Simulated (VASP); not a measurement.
Input of a VASP 6.6.1 run:

INCAR

```
SYSTEM = Sb
PREC = Accurate ; ENCUT = 500
EDIFF = 1E-6 ; ISMEAR = -1
SIGMA = 0.1 ; LREAL = .FALSE.
LASPH = .TRUE. ; NELM = 120
ALGO = Normal ; ISIF = 2
LWAVE = .FALSE. ; LCHARG = .FALSE.
GGA = PE ; NBANDS = 12
GGA_COMPAT = .FALSE.
```

File KPOINTS:

```
regular mesh
0
G
  6 6 6
  0 0 0
```

File POSCAR:

```
Sb
1.0
   -3.4973497393      0.0000000000      3.4973497393
    0.0000000000      3.4973497393      3.4973497393
   -3.4973497393      3.4973497393      0.0000000000
Sb
2
Direct
    0.0000000000      0.0000000000      0.0000000000
    0.2500000000      0.2500000000      0.2500000000
```

Potentials or basis: VASP PAW PBE potentials, release 64 (Sb).

Run with:

```bash
$ cat potpaw_PBE.64/Sb/POTCAR > POTCAR
$ mpirun -np 1 vasp_std > vasp.out
```

Q: Predict the band gap on the k mesh.

A: Zero (band 5 reaches 4.22 eV, above the bottom of band 6 at 3.41 eV).

Q: Estimate the pressure.

A: 0.1 GPa.

Caveat: spin-orbit coupling is left out, which moves the levels of the heavy elements.
